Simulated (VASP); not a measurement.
# CaO: single point with PBE+U

Crystal: CaO.

```xyz
2
Lattice="0.0000 2.4036 2.4036 2.4036 0.0000 2.4036 2.4036 2.4036 0.0000" Properties=species:S:1:pos:R:3 pbc="T T T"
Ca    0.0000    0.0000    0.0000
O     2.4036    2.4036    2.4036
```

```json
{
 "Program": "VASP 6.6.1",
 "Task": "single point",
 "Functional": "PBE",
 "Potentials or basis": "VASP PAW PBE potentials, release 64 (Ca_sv, O)",
 "Cutoff": "600 eV",
 "k mesh": "8 × 8 × 8",
 "Occupations": "gaussian, width 0.1 eV",
 "Spin": "no spin polarisation",
 "Hubbard terms": "O p U = 8.9 eV"
}
```

* Pressure: 0.0 GPa
* Band gap on the k mesh: 3.83 eV (least direct gap 4.20 eV)

Levels at points of the mesh, in eV from the valence-band top:
```csv
k point,band 4,band 5,band 6,band 7,band 8,band 9,band 10,band 11,band 12,band 13
"(0.00, 0.00, 0.00)",-18.27,-14.96,0.00,0.00,0.00,5.01,6.40,6.40,6.40,7.90
"(0.50, 0.00, 0.00)",-18.32,-13.80,-2.55,-1.17,-1.17,7.16,8.49,8.49,8.76,10.54
"(0.50, 0.50, 0.00)",-18.50,-14.70,-1.25,-0.36,-0.36,3.83,8.26,9.05,9.67,9.67
```

Wall time 33 s on 1 thread of Intel Xeon 8259CL (shared host), peak memory 0.16 GiB.

A k mesh can miss the band edges.
